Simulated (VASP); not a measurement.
A run of VASP 6.6.1 is set up as follows.

Contents of POSCAR:

```
W
1.0
   -1.5430207945      1.5430207945      1.5430207945
    1.5430207945     -1.5430207945      1.5430207945
    1.5430207945      1.5430207945     -1.5430207945
W
1
Direct
    0.0000000000      0.0000000000      0.0000000000
```

Contents of INCAR.step1:

```
SYSTEM = W
PREC = Accurate
ENCUT = 520
ISMEAR = 0
SIGMA = 0.1
LREAL = .FALSE.
LASPH = .TRUE.
NELM = 100
NBANDS = 13
GGA = PE
ALGO = Normal
EDIFF = 1E-4
LWAVE = .TRUE.
LCHARG = .FALSE.
```

Contents of INCAR.step2:

```
SYSTEM = W
PREC = Accurate
ENCUT = 520
EDIFF = 1E-7
ISMEAR = 0
SIGMA = 0.1
LREAL = .FALSE.
LASPH = .TRUE.
NELM = 100
ALGO = Normal
ISIF = 2
LWAVE = .FALSE.
LCHARG = .TRUE.
METAGGA = R2SCAN
LMIXTAU = .TRUE.
LELF = .TRUE.
LVHAR = .TRUE.
NBANDS = 13
ISTART = 1
```

Contents of KPOINTS:

```
regular mesh
0
G
  18 18 18
  0 0 0
```

Potentials or basis: VASP PAW PBE potentials, release 64 (W_sv).

Command:

```sh
$ cat potpaw_PBE.64/W_sv/POTCAR > POTCAR
$ cp INCAR.step1 INCAR
$ mpirun -np 1 vasp_std > vasp.out
$ cp INCAR.step2 INCAR
$ mpirun -np 1 vasp_std > vasp.out
```

Estimate the pressure.

31.7 GPa.

What does it give for the band gap on the k mesh?

Zero (band 7 reaches 18.34 eV, above the bottom of band 8 at 11.00 eV).

Caveat: the PAW data sets were made with another functional, which shifts forces and pressure a little; spin-orbit coupling is left out, which moves the levels of the heavy elements.
